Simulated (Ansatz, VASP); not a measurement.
**GaN in VASP and in Ansatz**

File INCAR:

```
  PREC = Accurate
  ENCUT = 520
  EDIFF = 1E-7
  ISMEAR = -1
  SIGMA = 0.03
  LREAL = False
  LASPH = True
  NELM = 80
  ALGO = Normal
  ISIF = 2
  LWAVE = False
  LCHARG = False
  GGA = PE
  NBANDS = 16
```

File KPOINTS:

```
Automatic mesh
0
Gamma
  4 4 5
```

Contents of POSCAR:

```
GaN
1.0
    5.2303800000      0.0000000000      0.0000000000
   -2.6151900000      4.5296400000      0.0000000000
    0.0000000000      0.0000000000      3.3901000000
Ga N
1 1
Direct
    0.0000000000      0.0000000000      0.5000000000
    0.0000000000      0.0000000000      0.0000000000
```

Contents of input.yaml:

```yaml
crystal:
  lattice:
    - [5.23038, 0.0, 0.0]
    - [-2.61519, 4.52964, 0.0]
    - [0.0, 0.0, 3.3901]
  atoms:
    - { symbol: Ga, position: [0.0, 0.0, 0.5] }
    - { symbol: "N", position: [0.0, 0.0, 0.0] }
kpoints:
  mp_grid: { grid: [4, 4, 5] }
scf:
  occupations: { method: fermi_dirac, width: 0.03 }
hamiltonian:
  xc: pbe
  pseudopotentials: { kind: all_electron, lapw: { basis_error: 0.002 } }
output:
  forces: true
  stress: true
  eigenvalues: true
```

Alike in both runs: task single point; functional PBE; k mesh 4 × 4 × 5; occupations fermi-dirac, width 0.03 eV; no spin polarisation.

|  | VASP | Ansatz |
| --- | --- | --- |
| version | VASP 6.6.1 | Ansatz 0.2.0 |
| potentials or method | VASP PAW PBE potentials, release 64 (Ga_d, N), cutoff 520 eV | all-electron LAPW, scalar-relativistic |

Ansatz gave:

- gap on the k mesh at the Fermi level (eV): 1.41
- least direct gap on the mesh (eV): 2.86
- pressure (GPa): 0.0
- traceless stress, the component that is largest in VASP (GPa): -0.15

Problem. Estimate VASP's values.

Solution. gap on the k mesh at the Fermi level (eV): 1.40; least direct gap on the mesh (eV): 2.86; pressure (GPa): -0.3; traceless stress, the component that is largest in VASP (GPa): -0.60.

Ansatz ran all-electron here, and VASP with PAW potentials.
